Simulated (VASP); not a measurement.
LiF, 2 atoms in the cell. It takes space group Fm-3m (No. 225, cubic). The conventional cell has a = 3.990 Å, b = 3.990 Å, c = 3.990 Å, α = 90.00°, β = 90.00°, γ = 90.00°. Within 2.6 Å of Li (site symmetry m-3m) lie 6 F at 1.99 Å. Within 2.6 Å of F (site symmetry m-3m) lie 6 Li at 1.99 Å. 

```yaml
Program: VASP 6.6.1
Task: single point
Functional: PBE
Potentials_or_basis: VASP PAW PBE potentials, release 64 (Li_sv, F)
Cutoff: 520 eV
k_mesh: 10 × 10 × 10
Occupations: fermi-dirac, width 0.02 eV
Spin: no spin polarisation
Dipole_correction: no
Further_INCAR_settings: ALGO = Normal; EDIFF = 1e-06; NBANDS = 12
```

Potentials or basis: VASP PAW PBE potentials, release 64 (Li_sv, F).

Run with:

```bash
$ cat potpaw_PBE.64/Li_sv/POTCAR potpaw_PBE.64/F/POTCAR > POTCAR
$ mpirun -np 1 vasp_std > vasp.out
```

Hardware: 1 thread of Intel(R) Xeon(R) 6975P-C (Granite Rapids), on a shared host.

**Question.** How long does it take, and how much memory?

**Answer.** It took 3.6 s on 1 thread of Intel(R) Xeon(R) 6975P-C (Granite Rapids) (shared host), peak memory 0.13 GiB. Counts: scf iterations 12, k points 47.
